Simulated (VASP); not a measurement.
# HBr (Fmmm) in VASP: a series of runs

The runs below take HBr through single point, with LDA.

Program: VASP 6.6.1. These are calculated values, not measurements. Logs are shortened: lines on timing, memory, paths and dates and some standing lists are left out, and cuts for length are marked.

### 1 The cell of the first run

Symmetry: Fmmm, No. 69, orthorhombic system. Conventional cell: a = 5.555 Å, b = 5.640 Å, c = 6.063 Å, α = 90.00°, β = 90.00°, γ = 90.00°. Within 3.7 Å of H (site symmetry mmm) lie 6 Br at 2.78 to 3.03 Å. Br (site symmetry mmm) has 6 H at 2.78 to 3.03 Å within 3.7 Å.

### 2 Single point, LDA

The input, INCAR:

```
PREC = Accurate
ENCUT = 520
EDIFF = 1E-7
ISMEAR = 0
SIGMA = 0.15
LREAL = F
LASPH = T
NELM = 60
ALGO = Normal
ISIF = 2
LWAVE = F
LCHARG = F
GGA = CA
NBANDS = 11
```

The input, KPOINTS:

```
regular mesh
0
Gamma
  14 14 14
```

The input, POSCAR:

```
HBr
1.0
    0.0000000000      2.8200000000      3.0315000000
    2.7775000000      0.0000000000      3.0315000000
    2.7775000000      2.8200000000      0.0000000000
H Br
1 1
Direct
    0.0000000000      0.0000000000      0.0000000000
    0.5000000000      0.5000000000      0.5000000000
```

Potentials or basis: VASP PAW LDA potentials, release 64 (H, Br).

Launch:

```
> cat potpaw_LDA.64/H/POTCAR potpaw_LDA.64/Br/POTCAR > POTCAR
> mpirun -np 1 vasp_std > vasp.out
```

OUTCAR:

```text
PREC = Accurate
   ENCUT = 520
   EDIFF = 1E-7
   ISMEAR = 0
   LREAL = F
   LASPH = T
   NELM = 60
   ISIF = 2
   GGA = CA

 ion  position               nearest neighbor table
   1  0.000  0.000  0.000-
   2  0.500  0.500  0.500-

  LATTYP: Found a face centered orthorhombic cell.
 ALAT       =     5.5550000000
 B/A-ratio  =     1.0153015302
 C/A-ratio  =     1.0914491449

  Lattice vectors:

 A1 = (   0.0000000000,   2.8200000000,   3.0315000000)
 A2 = (   2.7775000000,   0.0000000000,   3.0315000000)
 A3 = (   2.7775000000,   2.8200000000,   0.0000000000)

Analysis of symmetry for initial positions (statically):
=====================================================================
 Subroutine PRICEL returns:
 Original cell was already a primitive cell.

 Routine SETGRP: Setting up the symmetry group for a
 face centered orthorhombic supercell.

 Subroutine GETGRP returns: Found  8 space group operations
 (whereof  8 operations were pure point group operations)
 out of a pool of  8 trial point group operations.

The static configuration has the point symmetry D_2h.

Analysis of symmetry for dynamics (positions and initial velocities):
=====================================================================
 Subroutine PRICEL returns:
 Original cell was already a primitive cell.

 Routine SETGRP: Setting up the symmetry group for a
 face centered orthorhombic supercell.

 Subroutine GETGRP returns: Found  8 space group operations
 (whereof  8 operations were pure point group operations)
 out of a pool of  8 trial point group operations.

The dynamic configuration has the point symmetry D_2h.

 Subroutine INISYM returns: Found  8 space group operations
 (whereof  8 operations are pure point group operations),
 and found     1 'primitive' translations

----------------------------------------------------------------------------------------

                                     Primitive cell

  volume of cell :      47.4888

  direct lattice vectors                    reciprocal lattice vectors
     0.000000000  2.820000000  3.031500000    -0.180018002  0.177304965  0.164934851
     2.777500000  0.000000000  3.031500000     0.180018002 -0.177304965  0.164934851
     2.777500000  2.820000000  0.000000000     0.180018002  0.177304965 -0.164934851

  length of vectors
     4.140337215  4.111508057  3.958144294     0.301740015  0.301740015  0.301740015

  position of ions in fractional coordinates (direct lattice)
     0.000000000  0.000000000  0.000000000
     0.500000000  0.500000000  0.500000000

  ion indices of the primitive-cell ions
   primitive index   ion index
                 1           1
                 2           2

----------------------------------------------------------------------------------------

 KPOINTS: regular mesh

Automatic generation of k-mesh.
 Grid dimensions read from file:
 generate k-points for:   14   14   14

 Generating k-lattice:

  Cartesian coordinates                     Fractional coordinates (reciprocal lattice)
    -0.012858429  0.012664640  0.011781061     0.071428571  0.000000000  0.000000000
     0.012858429 -0.012664640  0.011781061     0.000000000  0.071428571  0.000000000
     0.012858429  0.012664640 -0.011781061     0.000000000  0.000000000  0.071428571

  Length of vectors
     0.021552858  0.021552858  0.021552858

  Shift w.r.t. Gamma in fractional coordinates (k-lattice)
     0.000000000  0.000000000  0.000000000

 Subroutine IBZKPT returns following result:
 ===========================================

 Found    428 irreducible k-points:

 Following reciprocal coordinates:
            Coordinates               Weight
  0.000000  0.000000  0.000000      1.000000
  0.071429 -0.000000 -0.000000      8.000000
  0.142857 -0.000000 -0.000000      8.000000
  0.214286 -0.000000 -0.000000      8.000000
  0.285714 -0.000000  0.000000      8.000000
  0.357143 -0.000000 -0.000000      8.000000
[... 16 lines left out ...]
  0.214286  0.142857  0.000000      8.000000
  0.285714  0.142857  0.000000      8.000000
 [... further k-points ...]
   k-points           NKPTS =    428   k-points in BZ     NKDIM =    428   number of bands    NBANDS=     11
   number of dos      NEDOS =    301   number of ions     NIONS =      2
   total plane-waves  NPLWV =  30720
   dimension x,y,z NGX =    32 NGY =   32 NGZ =   30
   dimension x,y,z NGXF=    64 NGYF=   64 NGZF=   60
   ions per type =               1   1
   NGX,Y,Z   is equivalent  to a cutoff of  12.85, 12.94, 12.60 a.u.
   NGXF,Y,Z  is equivalent  to a cutoff of  25.70, 25.88, 25.20 a.u.
 SYSTEM =  unknown system
   PREC   = accura    normal or accurate (medium, high low for compatibility)
   ISTART =      0    job   : 0-new  1-cont  2-samecut
   ICHARG =      2    charge: 1-file 2-atom 10-const
   ISPIN  =      1    spin polarized calculation?
   LNONCOLLINEAR =      F non collinear calculations
   LSORBIT =      F    spin-orbit coupling
   LASPH  =      T    aspherical Exc in radial PAW
   ENCUT  =  520.0 eV  38.22 Ry    6.18 a.u.   7.70  7.64  7.36*2*pi/ulx,y,z
   NELM   =     60;   NELMIN=  2; NELMDL= -5     # of ELM steps
   EDIFF  = 0.1E-06   stopping-criterion for ELM
   LREAL  =      F    real-space projection
   EDIFFG = 0.1E-05   stopping-criterion for IOM
   NSW    =      0    number of steps for IOM
   IBRION =     -1    ionic relax: 0-MD 1-quasi-New 2-CG
   NFREE  =      0    steps in history (QN), initial steepest desc. (CG)
   ISIF   =      2    stress and relaxation
   ISYM   =      2    0-nonsym 1-usesym 2-fastsym
   POTIM  = 0.5000    time-step for ionic-motion
   TEBEG  =    0.0;   TEEND  =   0.0 temperature during run
   PSTRESS=    0.0 pullay stress
   NELECT =       8.0000    total number of electrons
   NUPDOWN=      -1.0000    fix difference up-down
   EMIN   =  10.00;   EMAX   =-10.00  energy-range for DOS
   EFERMI =   0.00;   METHOD = LEGACY
   ISMEAR =     0;   SIGMA  =   0.15  broadening in eV -4-tet -1-fermi 0-gaus
   EFERMI_NEDOS =   21; number of points for ismear=-14 and -15
   IALGO  =     38    algorithm
   IMIX   =      4    mixing-type and parameters
     AMIX     =   0.40;   BMIX     =  1.00
     AMIX_MAG =   1.60;   BMIX_MAG =  1.00
  volume/ion in A,a.u.               =      23.74       160.23
  Fermi-wavevector in a.u.,A,eV,Ry     =   0.904152  1.708599 11.122628  0.817490
  Thomas-Fermi vector in A             =   2.027564
   LORBIT       =      0    0 simple, 1 ext, 2 COOP (PROOUT), +10 PAW based schemes
   GGA     = CA    functional components
   LHFCALC =     F    Hartree Fock is set to
   AEXX    =    0.0000 exact exchange contribution
   IVDW    =     0    specifies the selected vdW correction
   LEPSILON=     F    determine dielectric tensor
   LRPA    =     F    only Hartree local field effects (RPA)
 non-spin polarized calculation
 Gauss-broadening in eV      SIGMA  =   0.15
  energy-cutoff  :      520.00
  volume of cell :       47.49
 maximum number of plane-waves:      1300
   NGX = 15   NGY = 15   NGZ = 15

 number of electron       8.0000000 magnetization

 Free energy of the ion-electron system (eV)
  ---------------------------------------------------
  ext. energy  EPLUGINS =         0.00000000
  ---------------------------------------------------
  free energy    TOTEN  =        -3.28675523 eV

  energy without entropy =       -3.27896647  energy(sigma->0) =       -3.28286085

 E-fermi :  -1.9366     XC(G=0):  -7.9817

 val. band max:       -1.9610045941   @ k =   0.5000  -0.0714   0.4286
 cond. band min:      -1.9363827583   @ k =   0.0000   0.0000   0.0000
 fundamental gap:      0.0246218358
 Fermi energy:        -1.9365739731

 k-point     1 :       0.0000    0.0000    0.0000
  band No.  band energies     occupation
      1     -15.3392      2.00000
      2      -2.4913      2.00000
      3      -2.0617      1.76182
      4      -2.0216      1.57717
      5      -1.9364      0.99856
      6       7.6564      0.00000
      7       8.7876      0.00000
      8       9.3153      0.00000
      9       9.4182      0.00000
     10      11.3770      0.00000
     11      11.6703      0.00000

 k-point     2 :       0.0714   -0.0000   -0.0000
  band No.  band energies     occupation
      1     -15.3232      2.00000
      2      -2.9084      2.00000
      3      -2.0474      1.70413
      4      -1.9777      1.30146
      5      -1.6301      0.00386
      6       7.5400      0.00000
      7       8.7504      0.00000
      8       9.1667      0.00000
      9       9.4358      0.00000
     10      10.8558      0.00000
     11      11.5661      0.00000

 k-point     3 :       0.1429   -0.0000   -0.0000
  band No.  band energies     occupation
      1     -15.2780      2.00000
      2      -3.4893      2.00000
      3      -2.0621      1.76324
      4      -2.0252      1.59651
      5      -1.1346      0.00000
      6       7.0828      0.00000
      7       8.6665      0.00000
      8       9.0271      0.00000
      9       9.5235      0.00000
     10      10.4774      0.00000
     11      10.8975      0.00000

 k-point     4 :       0.2143   -0.0000   -0.0000
  band No.  band energies     occupation
      1     -15.2111      2.00000
      2      -4.0446      2.00000
      3      -2.0957      1.86636
      4      -2.0821      1.82982
      5      -0.7006      0.00000
      6       6.3924      0.00000
      7       8.5876      0.00000
      8       8.9747      0.00000
      9       9.3174      0.00000
     10      10.7228      0.00000
     11      10.8536      0.00000
[... 239 lines left out ...]
 k-point    22 :       0.1429    0.1429    0.0000
  band No.  band energies     occupation
      1     -15.2716      2.00000
      2      -3.2799      2.00000
      3      -2.1854      1.98101
      4      -2.1379      1.94226
      5      -1.3090      0.00000
      6       7.0009      0.00000
      7       7.9860      0.00000
      8       9.7010      0.00000
      9       9.7350      0.00000
     10      10.5156      0.00000
     11      12.5080      0.00000

 k-point    23 :       0.2143    0.1429    0.0000
  band No.  band energies     occupation
      1     -15.2276      2.00000
      2      -3.6037      2.00000
      3      -2.2340      1.99495
      4      -2.1921      1.98402
      5      -1.1386      0.00000
      6       6.7802      0.00000
      7       7.7342      0.00000
      8       9.8306      0.00000
      9       9.9730      0.00000
     10      10.4122      0.00000
     11      12.2595      0.00000

 k-point    24 :       0.2857    0.1429    0.0000
  band No.  band energies     occupation
      1     -15.1650      2.00000
      2      -4.0253      2.00000
      3      -2.3077      1.99953
      4      -2.2479      1.99667
      5      -0.8904      0.00000
      6       6.4257      0.00000
      7       7.6678      0.00000
      8       9.6821      0.00000
      9       9.9864      0.00000
     10      10.7356      0.00000
     11      12.2784      0.00000

 [... further k-points ...]
[... 5 lines left out ...]
  --------------------------------------------------------------------------------------
  -------------------------------------------------------------------------------------
  Total       -3.4158099     -3.0608249     -1.8327942     -0.0000000      0.0000000      0.0000000
  in kB     -115.2427290   -103.2662294    -61.8348833     -0.0000000      0.0000000      0.0000000
  external PRESSURE =     -93.4479472 kB  Pullay stress =       0.0000000 kB

 VOLUME and BASIS-vectors are now :
 -----------------------------------------------------------------------------
  energy-cutoff  :      520.00
  volume of cell :       47.49
      direct lattice vectors                 reciprocal lattice vectors
     0.000000000  2.820000000  3.031500000    -0.180018002  0.177304965  0.164934851
     2.777500000  0.000000000  3.031500000     0.180018002 -0.177304965  0.164934851
     2.777500000  2.820000000  0.000000000     0.180018002  0.177304965 -0.164934851

 POSITION                                       TOTAL-FORCE (eV/Angst)
 -----------------------------------------------------------------------------------
      0.00000      0.00000      0.00000         0.000000      0.000000      0.000000
      2.77750      2.82000      3.03150         0.000000      0.000000      0.000000
 -----------------------------------------------------------------------------------
    total drift:                               -0.000000     -0.000000      0.000000

  FREE ENERGIE OF THE ION-ELECTRON SYSTEM (eV)
  ---------------------------------------------------
  free  energy   TOTEN  =        -3.2867552344 eV

  energy  without entropy=       -3.2789664732  energy(sigma->0) =       -3.28286085
```

It took 2.6 min on 1 thread of Intel Xeon Platinum 8375C at 2.90GHz (Ice Lake), shared host; peak memory 0.33 GiB.

Results:

| Quantity | Value |
| --- | --- |
| Free energy | -3.2868 eV |
| Pressure | -9.3 GPa |
| Band gap on the k mesh | zero (bands 4 and 5 overlap by 0.58 eV) |

Caveat: the stress differs along the axes, from -12 to -6 GPa.

### 3 Single point, LDA

INCAR: that of step 2 with these lines changed.

```diff
@@ -8,3 +8,3 @@
 NELM = 60
-ALGO = Normal
+ALGO = Fast
 ISIF = 2
```

KPOINTS is that of step 2.

POSCAR is that of step 2.

Potentials or basis: VASP PAW LDA potentials, release 64 (H, Br).

Launch:

```
> cat potpaw_LDA.64/H/POTCAR potpaw_LDA.64/Br/POTCAR > POTCAR
> mpirun -np 1 vasp_std > vasp.out
```

Run time: 8.3 min. Hardware: 1 thread of Oxide Virtual Turin-like, shared host; peak memory 0.3 GiB.

Results (log left out):

* Free energy: -3.2868 eV
* Pressure: -9.3 GPa
* Band gap on the k mesh: zero (bands 4 and 5 overlap by 0.58 eV)

Stress tensor (GPa, compression positive):
```
-11.52   0.00   0.00
  0.00 -10.33   0.00
  0.00   0.00  -6.18
```

Levels at points of the mesh, in eV from the Fermi level:
```
           k point  band 2  band 3  band 4  band 5  band 6  band 7
(0.00, 0.00, 0.00)   -0.55   -0.13   -0.08    0.00    9.59   10.72
(0.50, 0.00, 0.00)   -3.29   -0.36   -0.21    2.06    6.67    9.48
(0.50, 0.50, 0.00)   -2.01   -0.73   -0.66   -0.53    8.21   10.97
(0.50, 0.00, 0.50)   -2.05   -1.06   -0.64   -0.60    7.97   11.69
(0.00, 0.50, 0.50)   -2.05   -1.05   -0.71   -0.61    7.90   11.86
```

Caveat: the stress differs along the axes, from -12 to -6 GPa.

The gap in the log of VASP goes by the Fermi energy; the results here count the filled bands.